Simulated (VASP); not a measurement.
Wanted: the native input for a VASP 6.6.1 run.

```yaml
Task: single point
Functional: PBEsol
Potentials_or_basis: VASP PAW PBE potentials, release 64 (Na_pv, I)
Cutoff: 520 eV
k_mesh: 6 × 6 × 6
Occupations: gaussian, width 0.05 eV
Spin: no spin polarisation
Dipole_correction: no
Further_INCAR_settings: ALGO = Normal; EDIFF = 1e-06; NBANDS = 14
```

The structure of NaI lies in POSCAR:

```
NaI
1.0
    0.0000000000      3.1393080000      3.3334920000
    3.1393080000      0.0000000000      3.3334920000
    3.1393080000      3.1393080000      0.0000000000
Na I
1 1
Direct
    0.0000000000      0.0000000000      0.0000000000
    0.5000000000      0.5000000000      0.5000000000
```

This cell differs from its parent crystal: strain -0.030 along x and y, +0.030 along z.

One way to write it, as run:

INCAR

```
SYSTEM = NaI
PREC = Accurate ; ENCUT = 520
EDIFF = 1E-6 ; ISMEAR = 0
SIGMA = 0.05 ; LREAL = .False.
LASPH = .True. ; NELM = 80
ALGO = Normal ; ISIF = 2
LWAVE = .False. ; LCHARG = .False.
GGA = PS ; NBANDS = 14
```

KPOINTS

```
Automatic mesh
0
Gamma
  6 6 6
  0 0 0
```

Potentials or basis: VASP PAW PBE potentials, release 64 (Na_pv, I).

Launch:

```sh
$ cat potpaw_PBE.64/Na_pv/POTCAR potpaw_PBE.64/I/POTCAR > POTCAR
$ mpirun -np 1 vasp_std > vasp.out
```

It gave:

| Item | Value |
| --- | --- |
| Pressure | 0.2 GPa |
| Band gap on the k mesh | 3.56 eV, direct |

Caveat: the cell differs from its parent crystal (strain -0.030 along x and y, +0.030 along z); the PAW data sets were made with another functional, which shifts forces and pressure a little; spin-orbit coupling is left out, which moves the levels of the heavy elements.

Run time: 34 s on 1 thread of Intel Xeon 6975P-C, on a shared host, peak memory 0.21 GiB.
